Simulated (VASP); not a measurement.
# Ba2BiSb2 (Immm) in VASP: single point with PBEsol

Aim: the single point of Ba2BiSb2 with PBEsol.

Program: VASP 6.6.1. These are calculated values, not measurements. Logs are shortened: lines on timing, memory, paths and dates and some standing lists are left out, and cuts for length are marked.

## Step 1: The cell of the first run

It takes space group Immm (No. 71, orthorhombic). Conventional cell: a = 4.663 Å, b = 7.348 Å, c = 9.736 Å, α = 90.00°, β = 90.00°, γ = 90.00°. Ba (site symmetry mm2) has 6 Sb at 3.50 Å and 4 Bi at 3.59 to 4.25 Å and 7 Ba at 4.26 to 4.66 Å within 4.7 Å. Within 3.9 Å of Sb (site symmetry m2m) lie 1 Sb at 2.99 Å and 2 Bi at 3.19 Å and 6 Ba at 3.50 Å. Within 4.3 Å of Bi (site symmetry mmm) lie 4 Sb at 3.19 Å and 8 Ba at 3.59 to 4.25 Å.

## Step 2: Single point, PBEsol (33.36 Å³/atom)

INCAR

```
SYSTEM = Ba2BiSb2
PREC     = Accurate       ! precision mode
ENCUT    = 520            ! plane-wave cutoff, eV
EDIFF    = 1E-6           ! SCF threshold, eV
ISMEAR   = 0              ! smearing method
SIGMA    = 0.1            ! smearing width, eV
LREAL    = .False.        ! projectors in reciprocal space
LASPH    = .True.         ! aspherical terms in the spheres
NELM     = 80             ! most SCF steps
ALGO     = Fast           ! electronic algorithm
ISIF     = 2              ! what is computed and relaxed
LWAVE    = .False.        ! write WAVECAR
LCHARG   = .False.        ! write CHGCAR
GGA      = PS             ! functional
NBANDS   = 30             ! bands
```

KPOINTS

```
regular mesh
0
Gamma
  10 10 10
  0 0 0
```

POSCAR

```
Ba2BiSb2
1.0
   -2.3315499295      3.6742319742      4.8679271035
    2.3315499295     -3.6742319742      4.8679271035
    2.3315499295      3.6742319742     -4.8679271035
Ba Sb Bi
2 2 1
Direct
    0.7189898601      0.2189898601      0.5000000000
    0.2810101399      0.7810101399      0.5000000000
    0.7035459654      0.5000000000      0.2035459654
    0.2964540346      0.5000000000      0.7964540346
    0.0000000000      0.0000000000      0.0000000000
```

Potentials or basis: VASP PAW PBE potentials, release 64 (Ba_sv, Sb, Bi_d).

Command:

```bash
$ cat potpaw_PBE.64/Ba_sv/POTCAR potpaw_PBE.64/Sb/POTCAR potpaw_PBE.64/Bi_d/POTCAR > POTCAR
$ mpirun -np 1 vasp_std > vasp.out
```

OUTCAR:

```text
SYSTEM = Ba2BiSb2
   PREC = Accurate
   ENCUT = 520
   EDIFF = 1E-6
   ISMEAR = 0
   LREAL = .False.
   LASPH = .True.
   NELM = 80
   ISIF = 2
   GGA = PS

 ion  position               nearest neighbor table
   1  0.719  0.219  0.500-   3 3.50   3 3.50   4 3.50   4 3.50   4 3.50   3 3.50   5 3.59   5 3.59
                             5 4.25   5 4.25   2 4.26   2 4.39   2 4.39   2 4.39   2 4.39
   2  0.281  0.781  0.500-   4 3.50   4 3.50   3 3.50   3 3.50   3 3.50   4 3.50   5 3.59   5 3.59
                             5 4.25   5 4.25   1 4.26   1 4.39   1 4.39   1 4.39   1 4.39
   3  0.704  0.500  0.204-   4 2.99   5 3.19   5 3.19   1 3.50   1 3.50   2 3.50   2 3.50   2 3.50
                             1 3.50
   4  0.296  0.500  0.796-   3 2.99   5 3.19   5 3.19   2 3.50   2 3.50   1 3.50   1 3.50   1 3.50
                             2 3.50
   5  0.000  0.000  0.000-   4 3.19   3 3.19   4 3.19   3 3.19   1 3.59   2 3.59   1 3.59   2 3.59
                             1 4.25   2 4.25   1 4.25   2 4.25

  LATTYP: Found a body centered orthorhombic cell.
 ALAT       =     4.6630998590
 B/A-ratio  =     1.5758753127
 C/A-ratio  =     2.0878502501

  Lattice vectors:

 A1 = (  -2.3315499295,   3.6742319742,   4.8679271035)
 A2 = (   2.3315499295,  -3.6742319742,   4.8679271035)
 A3 = (   2.3315499295,   3.6742319742,  -4.8679271035)

Analysis of symmetry for initial positions (statically):
=====================================================================
 Subroutine PRICEL returns:
 Original cell was already a primitive cell.

 Routine SETGRP: Setting up the symmetry group for a
 body centered orthorhombic supercell.

 Subroutine GETGRP returns: Found  8 space group operations
 (whereof  8 operations were pure point group operations)
 out of a pool of  8 trial point group operations.

The static configuration has the point symmetry D_2h.

Analysis of symmetry for dynamics (positions and initial velocities):
=====================================================================
 Subroutine PRICEL returns:
 Original cell was already a primitive cell.

 Routine SETGRP: Setting up the symmetry group for a
 body centered orthorhombic supercell.

 Subroutine GETGRP returns: Found  8 space group operations
 (whereof  8 operations were pure point group operations)
 out of a pool of  8 trial point group operations.

The dynamic configuration has the point symmetry D_2h.

 Subroutine INISYM returns: Found  8 space group operations
 (whereof  8 operations are pure point group operations),
 and found     1 'primitive' translations

----------------------------------------------------------------------------------------

                                     Primitive cell

  volume of cell :     166.8074
[... 103 lines left out ...]
   POTIM  = 0.5000    time-step for ionic-motion
   TEBEG  =    0.0;   TEEND  =   0.0 temperature during run
   PSTRESS=    0.0 pullay stress
   NELECT =      45.0000    total number of electrons
   NUPDOWN=      -1.0000    fix difference up-down
   EMIN   =  10.00;   EMAX   =-10.00  energy-range for DOS
   EFERMI =   0.00;   METHOD = LEGACY
   ISMEAR =     0;   SIGMA  =   0.10  broadening in eV -4-tet -1-fermi 0-gaus
   EFERMI_NEDOS =   21; number of points for ismear=-14 and -15
   IALGO  =     68    algorithm
   IMIX   =      4    mixing-type and parameters
     AMIX     =   0.40;   BMIX     =  1.00
     AMIX_MAG =   1.60;   BMIX_MAG =  1.00
  volume/ion in A,a.u.               =      33.36       225.13
  Fermi-wavevector in a.u.,A,eV,Ry     =   1.057809  1.998969 15.224371  1.118960
  Thomas-Fermi vector in A             =   2.193095
   LORBIT       =      0    0 simple, 1 ext, 2 COOP (PROOUT), +10 PAW based schemes
   GGA     = PS    functional components
   LHFCALC =     F    Hartree Fock is set to
   AEXX    =    0.0000 exact exchange contribution
   IVDW    =     0    specifies the selected vdW correction
   LEPSILON=     F    determine dielectric tensor
   LRPA    =     F    only Hartree local field effects (RPA)
 non-spin polarized calculation
 RMM-DIIS sequential band-by-band and
 Gauss-broadening in eV      SIGMA  =   0.10
  energy-cutoff  :      520.00
  volume of cell :      166.81
 maximum number of plane-waves:      4526
 NGX is ok and might be reduce to    50
   NGX = 25   NGY = 25   NGZ = 25

 number of electron      45.0000001 magnetization

 Free energy of the ion-electron system (eV)
  ---------------------------------------------------
  ext. energy  EPLUGINS =         0.00000000
  ---------------------------------------------------
  free energy    TOTEN  =       -21.91230265 eV

  energy without entropy =      -21.90128525  energy(sigma->0) =      -21.90679395

 E-fermi :   5.4045     XC(G=0):  -9.6164

 val. band max:        5.4015721512   @ k =  -0.4000  -0.4000   0.4000
 cond. band min:       5.4064011965   @ k =   0.3000  -0.2000   0.1000
 fundamental gap:      0.0048290453
 Fermi energy:         5.4045389667

 k-point     1 :       0.0000    0.0000    0.0000
  band No.  band energies     occupation
      1     -22.3802      2.00000
      2     -22.3240      2.00000
      3     -17.2630      2.00000
      4     -17.2585      2.00000
      5     -17.1316      2.00000
      6     -17.1193      2.00000
[... 781 lines left out ...]
     29       8.9301      0.00000
     30       9.3953      0.00000

 [... further k-points ...]

------------------------ aborting loop because EDIFF is reached ----------------------------------------

  FORCE on cell =-STRESS in cart. coord.  units (eV):
  Direction    XX          YY          ZZ          XY          YZ          ZX
  --------------------------------------------------------------------------------------
  -------------------------------------------------------------------------------------
  Total        3.3893630      3.1985612      3.3944090      0.0000000      0.0000000      0.0000000
  in kB       32.5546710     30.7220289     32.6031379      0.0000000      0.0000000      0.0000000
  external PRESSURE =      31.9599459 kB  Pullay stress =       0.0000000 kB

 VOLUME and BASIS-vectors are now :
 -----------------------------------------------------------------------------
  energy-cutoff  :      520.00
  volume of cell :      166.81
      direct lattice vectors                 reciprocal lattice vectors
    -2.331549929  3.674231974  4.867927103     0.000000000  0.136082861  0.102713124
     2.331549929 -3.674231974  4.867927103     0.214449622  0.000000000  0.102713124
     2.331549929  3.674231974 -4.867927103     0.214449622  0.136082861  0.000000000

 POSITION                                       TOTAL-FORCE (eV/Angst)
 -----------------------------------------------------------------------------------
     -0.00000      3.67423      2.13205        -0.000000      0.000000     -0.005749
      2.33155      0.00000      2.73587         0.000000     -0.000000      0.005749
     -0.00000      1.49575      4.86793        -0.000000      0.013590      0.000000
      2.33155      2.17848      0.00000        -0.000000     -0.013590      0.000000
      0.00000      0.00000      0.00000        -0.000000      0.000000      0.000000
 -----------------------------------------------------------------------------------
    total drift:                               -0.000000     -0.000000      0.000000

  FREE ENERGIE OF THE ION-ELECTRON SYSTEM (eV)
  ---------------------------------------------------
  free  energy   TOTEN  =       -21.9123026480 eV

  energy  without entropy=      -21.9012852465  energy(sigma->0) =      -21.90679395
```

OSZICAR:

```text
N       E                     dE             d eps       ncg     rms          rms(c)
DAV:   1     0.407370296751E+03    0.40737E+03   -0.18936E+04 10268   0.135E+03
DAV:   2     0.209931943402E+02   -0.38638E+03   -0.37255E+03 11910   0.334E+02
DAV:   3    -0.201853325371E+02   -0.41179E+02   -0.40369E+02 14048   0.123E+02
DAV:   4    -0.220679470389E+02   -0.18826E+01   -0.18750E+01 15546   0.232E+01
DAV:   5    -0.221320854259E+02   -0.64138E-01   -0.64111E-01 14298   0.395E+00    0.658E+00
RMM:   6    -0.219364500147E+02    0.19564E+00   -0.33332E-01 12127   0.291E+00    0.383E+00
RMM:   7    -0.219142637189E+02    0.22186E-01   -0.22720E-01 13223   0.208E+00    0.838E-01
RMM:   8    -0.219107061508E+02    0.35576E-02   -0.40045E-02 13920   0.140E+00    0.887E-02
RMM:   9    -0.219120775059E+02   -0.13714E-02   -0.16200E-02 16358   0.595E-01    0.798E-02
RMM:  10    -0.219122399373E+02   -0.16243E-03   -0.28118E-03 17540   0.268E-01    0.556E-02
RMM:  11    -0.219122829575E+02   -0.43020E-04   -0.71344E-04 16528   0.109E-01    0.108E-02
RMM:  12    -0.219122918995E+02   -0.89421E-05   -0.23104E-04 17531   0.711E-02    0.696E-03
RMM:  13    -0.219122993018E+02   -0.74022E-05   -0.97586E-05 17461   0.339E-02    0.396E-03
RMM:  14    -0.219123014201E+02   -0.21184E-05   -0.29788E-05 14432   0.191E-02    0.171E-03
RMM:  15    -0.219123023299E+02   -0.90978E-06   -0.12277E-05 12325   0.118E-02    0.992E-04
RMM:  16    -0.219123026480E+02   -0.31810E-06   -0.40912E-06 11123   0.839E-03
   1 F= -.21912303E+02 E0= -.21906794E+02  d E =-.110174E-01
```

It took 44 min on 1 thread of Intel Xeon 8259CL, shared host; peak memory 0.99 GiB.

Results:

- Free energy: -21.9123 eV
- Pressure: 3.2 GPa
- Largest force: 0.014 eV/Å
- Band gap on the k mesh: zero (an odd number of electrons rules out a gap without spin polarisation)

Forces on the atoms (eV/Å):
```
Ba   0.000  0.000 -0.006
Ba   0.000  0.000  0.006
Sb   0.000  0.014  0.000
Sb   0.000 -0.014  0.000
Bi   0.000  0.000  0.000
```

Caveat: the cell stands under pressure; the PAW data sets were made with another functional, which shifts forces and pressure a little; spin-orbit coupling is left out, which moves the levels of the heavy elements.
